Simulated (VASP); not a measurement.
# NbSnSe4 (I-4) in VASP: single point with PBE

Aim: the single point of NbSnSe4 with PBE.

All numbers are computed with VASP 6.6.1; they aren't measurements. Logs are shortened: lines on timing, memory, paths and dates and some standing lists are left out, and cuts for length are marked.

### Step 1. The cell of the first run

It takes space group I-4 (No. 82, tetragonal). Conventional cell: a = 6.535 Å, b = 6.535 Å, c = 10.119 Å, α = 90.00°, β = 90.00°, γ = 90.00°. Within 3.2 Å of Nb (site symmetry -4) lie 4 Se at 2.43 Å. Sn (site symmetry -4) has 4 Se at 2.68 Å within 3.5 Å. Se (site symmetry 1) has 1 Nb at 2.43 Å and 1 Sn at 2.68 Å within 3.2 Å.

### Step 2. Single point, PBE

The input, INCAR:

```
SYSTEM = NbSnSe4
PREC = Accurate
ENCUT = 500
EDIFF = 1E-6
ISMEAR = 0
SIGMA = 0.15
LREAL = .FALSE.
LASPH = .TRUE.
NELM = 120
ALGO = Normal
ISIF = 2
LWAVE = .FALSE.
LCHARG = .TRUE.
GGA = PE
LELF = .TRUE.
LVHAR = .TRUE.
NBANDS = 34
GGA_COMPAT = .FALSE.
```

The input, KPOINTS:

```
Automatic mesh
0
G
  3 3 3
  0 0 0
```

The input, POSCAR:

```
NbSnSe4
1.0
   -3.2675413924      3.2675413924      5.0596525100
    3.2675413924     -3.2675413924      5.0596525100
    3.2675413924      3.2675413924     -5.0596525100
Nb Sn Se
1 1 4
Direct
    0.0000000000      0.0000000000      0.0000000000
    0.2500000000      0.7500000000      0.5000000000
    0.3530106148      0.3448979684      0.4493169534
    0.6551020316      0.1044189851      0.0081126464
    0.8955810149      0.9036936613      0.5506830466
    0.0963063387      0.6469893852      0.9918873536
```

Potentials or basis: VASP PAW PBE potentials, release 64 (Nb_sv, Sn_d, Se).

The run is started by

```bash
$ cat potpaw_PBE.64/Nb_sv/POTCAR potpaw_PBE.64/Sn_d/POTCAR potpaw_PBE.64/Se/POTCAR > POTCAR
$ mpirun -np 1 vasp_std > vasp.out
```

OUTCAR:

```text
SYSTEM = NbSnSe4
   PREC = Accurate
   ENCUT = 500
   EDIFF = 1E-6
   ISMEAR = 0
   LREAL = .FALSE.
   LASPH = .TRUE.
   NELM = 120
   ISIF = 2
   GGA = PE

 ion  position               nearest neighbor table
   1  0.000  0.000  0.000-   5 2.43   3 2.43   4 2.43   6 2.43
   2  0.250  0.750  0.500-   3 2.68   4 2.68   6 2.68   5 2.68
   3  0.353  0.345  0.449-   1 2.43   2 2.68
   4  0.655  0.104  0.008-   1 2.43   2 2.68
   5  0.896  0.904  0.551-   1 2.43   2 2.68
   6  0.096  0.647  0.992-   1 2.43   2 2.68

  LATTYP: Found a body centered tetragonal cell.
 ALAT       =     6.5350827848
 C/A-ratio  =     1.5484585817

  Lattice vectors:

 A1 = (  -3.2675413924,   3.2675413924,   5.0596525100)
 A2 = (   3.2675413924,  -3.2675413924,   5.0596525100)
 A3 = (   3.2675413924,   3.2675413924,  -5.0596525100)

Analysis of symmetry for initial positions (statically):
=====================================================================
 Subroutine PRICEL returns:
 Original cell was already a primitive cell.

 Routine SETGRP: Setting up the symmetry group for a
 body centered tetragonal supercell.

 Subroutine GETGRP returns: Found  4 space group operations
 (whereof  4 operations were pure point group operations)
 out of a pool of 16 trial point group operations.

The static configuration has the point symmetry S_4 .

Analysis of symmetry for dynamics (positions and initial velocities):
=====================================================================
 Subroutine PRICEL returns:
 Original cell was already a primitive cell.

 Routine SETGRP: Setting up the symmetry group for a
 body centered tetragonal supercell.

 Subroutine GETGRP returns: Found  4 space group operations
 (whereof  4 operations were pure point group operations)
 out of a pool of 16 trial point group operations.

The dynamic configuration has the point symmetry S_4 .

 Subroutine INISYM returns: Found  4 space group operations
 (whereof  4 operations are pure point group operations),
 and found     1 'primitive' translations

----------------------------------------------------------------------------------------

                                     Primitive cell

  volume of cell :     216.0841

  direct lattice vectors                    reciprocal lattice vectors
    -3.267541392  3.267541392  5.059652510     0.000000000  0.153020250  0.098821016
     3.267541392 -3.267541392  5.059652510     0.153020250  0.000000000  0.098821016
     3.267541392  3.267541392 -5.059652510     0.153020250  0.153020250  0.000000000

  length of vectors
     6.852279695  6.852279695  6.852279695     0.182155950  0.182155950  0.216403313

  position of ions in fractional coordinates (direct lattice)
     0.000000000  0.000000000  0.000000000
     0.250000000  0.750000000  0.500000000
     0.353010615  0.344897968  0.449316953
     0.655102032  0.104418985  0.008112646
     0.895581015  0.903693661  0.550683047
     0.096306339  0.646989385  0.991887354

  ion indices of the primitive-cell ions
   primitive index   ion index
                 1           1
                 2           2
                 3           3
                 4           4
                 5           5
                 6           6

----------------------------------------------------------------------------------------

 KPOINTS: Automatic mesh

Automatic generation of k-mesh.
 Grid dimensions read from file:
 generate k-points for:    3    3    3

 Generating k-lattice:

  Cartesian coordinates                     Fractional coordinates (reciprocal lattice)
     0.000000000  0.051006750  0.032940339     0.333333333 -0.000000000  0.000000000
     0.051006750  0.000000000  0.032940339    -0.000000000  0.333333333  0.000000000
     0.051006750  0.051006750  0.000000000     0.000000000  0.000000000  0.333333333

  Length of vectors
     0.060718650  0.060718650  0.072134438

  Shift w.r.t. Gamma in fractional coordinates (k-lattice)
     0.000000000  0.000000000  0.000000000

 Subroutine IBZKPT returns following result:
 ===========================================

 Found      6 irreducible k-points:

 Following reciprocal coordinates:
            Coordinates               Weight
  0.000000  0.000000  0.000000      1.000000
  0.333333 -0.000000  0.000000      8.000000
  0.333333  0.333333  0.000000      8.000000
 -0.333333  0.333333  0.000000      4.000000
 -0.333333  0.333333  0.333333      4.000000
 -0.333333 -0.333333  0.333333      2.000000
   k-points           NKPTS =      6   k-points in BZ     NKDIM =      6   number of bands    NBANDS=     34
   number of dos      NEDOS =    301   number of ions     NIONS =      6
   total plane-waves  NPLWV = 125000
   dimension x,y,z NGX =    50 NGY =   50 NGZ =   50
   dimension x,y,z NGXF=   100 NGYF=  100 NGZF=  100
   ions per type =               1   1   4
   NGX,Y,Z   is equivalent  to a cutoff of  12.13, 12.13, 12.13 a.u.
   NGXF,Y,Z  is equivalent  to a cutoff of  24.26, 24.26, 24.26 a.u.
 SYSTEM =  NbSnSe4
   PREC   = accura    normal or accurate (medium, high low for compatibility)
   ISTART =      0    job   : 0-new  1-cont  2-samecut
   ICHARG =      2    charge: 1-file 2-atom 10-const
   ISPIN  =      1    spin polarized calculation?
   LNONCOLLINEAR =      F non collinear calculations
   LSORBIT =      F    spin-orbit coupling
   LASPH  =      T    aspherical Exc in radial PAW
   ENCUT  =  500.0 eV  36.75 Ry    6.06 a.u.  12.49 12.49 12.49*2*pi/ulx,y,z
   NELM   =    120;   NELMIN=  2; NELMDL= -5     # of ELM steps
   EDIFF  = 0.1E-05   stopping-criterion for ELM
   LREAL  =      F    real-space projection
   EDIFFG = 0.1E-04   stopping-criterion for IOM
   NSW    =      0    number of steps for IOM
   IBRION =     -1    ionic relax: 0-MD 1-quasi-New 2-CG
   NFREE  =      0    steps in history (QN), initial steepest desc. (CG)
   ISIF   =      2    stress and relaxation
   ISYM   =      2    0-nonsym 1-usesym 2-fastsym
   POTIM  = 0.5000    time-step for ionic-motion
   TEBEG  =    0.0;   TEEND  =   0.0 temperature during run
   PSTRESS=    0.0 pullay stress
   NELECT =      51.0000    total number of electrons
   NUPDOWN=      -1.0000    fix difference up-down
   EMIN   =  10.00;   EMAX   =-10.00  energy-range for DOS
   EFERMI =   0.00;   METHOD = LEGACY
   ISMEAR =     0;   SIGMA  =   0.15  broadening in eV -4-tet -1-fermi 0-gaus
   EFERMI_NEDOS =   21; number of points for ismear=-14 and -15
   IALGO  =     38    algorithm
   IMIX   =      4    mixing-type and parameters
     AMIX     =   0.40;   BMIX     =  1.00
     AMIX_MAG =   1.60;   BMIX_MAG =  1.00
  volume/ion in A,a.u.               =      36.01       243.03
  Fermi-wavevector in a.u.,A,eV,Ry     =   1.011713  1.911860 13.926418  1.023563
  Thomas-Fermi vector in A             =   2.144779
   LORBIT       =      0    0 simple, 1 ext, 2 COOP (PROOUT), +10 PAW based schemes
   GGA     = PE    functional components
   LHFCALC =     F    Hartree Fock is set to
   AEXX    =    0.0000 exact exchange contribution
   IVDW    =     0    specifies the selected vdW correction
   LEPSILON=     F    determine dielectric tensor
   LRPA    =     F    only Hartree local field effects (RPA)
 non-spin polarized calculation
 Gauss-broadening in eV      SIGMA  =   0.15
  energy-cutoff  :      500.00
  volume of cell :      216.08
 maximum number of plane-waves:      5510
 NGX is ok and might be reduce to    50
   NGX = 25   NGY = 25   NGZ = 25

 number of electron      50.9999989 magnetization

 Free energy of the ion-electron system (eV)
  ---------------------------------------------------
  ext. energy  EPLUGINS =         0.00000000
  ---------------------------------------------------
  free energy    TOTEN  =       -30.54006041 eV

  energy without entropy =      -30.49719275  energy(sigma->0) =      -30.51862658

 E-fermi :   1.8595     XC(G=0):  -7.7937

 val. band max:        1.8098330978   @ k =   0.3333   0.3333   0.0000
 cond. band min:       1.9287445936   @ k =   0.3333  -0.0000   0.0000
 fundamental gap:      0.1189114957
 Fermi energy:         1.8594581115

 k-point     1 :       0.0000    0.0000    0.0000
  band No.  band energies     occupation
      1     -53.7017      2.00000
      2     -29.8455      2.00000
      3     -29.7805      2.00000
      4     -29.7805      2.00000
      5     -20.0202      2.00000
      6     -20.0202      2.00000
[... 26 lines left out ...]
     33       6.2382      0.00000
     34       6.3402      0.00000

 k-point     2 :       0.3333   -0.0000    0.0000
  band No.  band energies     occupation
      1     -53.7017      2.00000
      2     -29.8455      2.00000
      3     -29.7805      2.00000
      4     -29.7805      2.00000
      5     -20.0202      2.00000
      6     -20.0201      2.00000
[... 26 lines left out ...]
     33       5.9015      0.00000
     34       6.1087      0.00000

 k-point     3 :       0.3333    0.3333    0.0000
  band No.  band energies     occupation
      1     -53.7017      2.00000
      2     -29.8455      2.00000
      3     -29.7805      2.00000
      4     -29.7805      2.00000
      5     -20.0202      2.00000
      6     -20.0201      2.00000
[... 26 lines left out ...]
     33       5.7622      0.00000
     34       6.4964      0.00000

 k-point     4 :      -0.3333    0.3333    0.0000
  band No.  band energies     occupation
      1     -53.7017      2.00000
      2     -29.8455      2.00000
      3     -29.7805      2.00000
      4     -29.7805      2.00000
      5     -20.0203      2.00000
      6     -20.0201      2.00000
[... 26 lines left out ...]
     33       6.0305      0.00000
     34       6.3262      0.00000

 k-point     5 :      -0.3333    0.3333    0.3333
  band No.  band energies     occupation
      1     -53.7017      2.00000
      2     -29.8455      2.00000
      3     -29.7805      2.00000
      4     -29.7805      2.00000
      5     -20.0201      2.00000
      6     -20.0201      2.00000
[... 26 lines left out ...]
     33       5.5959      0.00000
     34       6.2566      0.00000

 k-point     6 :      -0.3333   -0.3333    0.3333
  band No.  band energies     occupation
      1     -53.7017      2.00000
      2     -29.8455      2.00000
      3     -29.7805      2.00000
      4     -29.7805      2.00000
      5     -20.0201      2.00000
      6     -20.0201      2.00000
[... 26 lines left out ...]
     33       5.9657      0.00000
     34       5.9657      0.00000

------------------------ aborting loop because EDIFF is reached ----------------------------------------

  FORCE on cell =-STRESS in cart. coord.  units (eV):
  Direction    XX          YY          ZZ          XY          YZ          ZX
  --------------------------------------------------------------------------------------
  -------------------------------------------------------------------------------------
  Total       -0.0832956     -0.0832956      0.9336151      0.0000034     -0.0000000      0.0000000
  in kB       -0.6176038     -0.6176038      6.9223819      0.0000252     -0.0000000      0.0000000
  external PRESSURE =       1.8957248 kB  Pullay stress =       0.0000000 kB

 VOLUME and BASIS-vectors are now :
 -----------------------------------------------------------------------------
  energy-cutoff  :      500.00
  volume of cell :      216.08
      direct lattice vectors                 reciprocal lattice vectors
    -3.267541392  3.267541392  5.059652510     0.000000000  0.153020250  0.098821016
     3.267541392 -3.267541392  5.059652510     0.153020250  0.000000000  0.098821016
     3.267541392  3.267541392 -5.059652510     0.153020250  0.153020250  0.000000000

 POSITION                                       TOTAL-FORCE (eV/Angst)
 -----------------------------------------------------------------------------------
      0.00000      0.00000      0.00000        -0.000000     -0.000000      0.000000
      3.26754      0.00000      2.52983        -0.000000      0.000000      0.000000
      1.44165      1.49467      1.25779         0.009560     -0.006494     -0.014216
     -1.77287      1.82589      3.80187        -0.006494     -0.009560      0.014216
      1.82589      1.77287      6.31744        -0.009560      0.006494     -0.014216
      5.04041      1.44165     -1.25779         0.006494      0.009560      0.014216
 -----------------------------------------------------------------------------------
    total drift:                               -0.000002     -0.000002     -0.000003

  FREE ENERGIE OF THE ION-ELECTRON SYSTEM (eV)
  ---------------------------------------------------
  free  energy   TOTEN  =       -30.5400604073 eV

  energy  without entropy=      -30.4971927519  energy(sigma->0) =      -30.51862658
```

It took 79 s on 1 thread of Intel Xeon 6975P-C, shared host; peak memory 0.36 GiB.

What came out:

```yaml
Free_energy: -30.5401 eV
Pressure: 0.2 GPa
Largest_force: 0.018 eV/Å
```

Forces in eV/Å, atoms in the order of the input:
```
Nb   0.000  0.000  0.000
Sn   0.000  0.000  0.000
Se   0.010 -0.006 -0.014
Se  -0.006 -0.010  0.014
Se  -0.010  0.006 -0.014
Se   0.006  0.010  0.014
```

Stress tensor (GPa, compression positive):
```
-0.06  0.00  0.00
 0.00 -0.06  0.00
 0.00  0.00  0.69
```

Caveat: the k points lie up to 0.45 Å⁻¹ apart; spin-orbit coupling is left out, which moves the levels of the heavy elements.
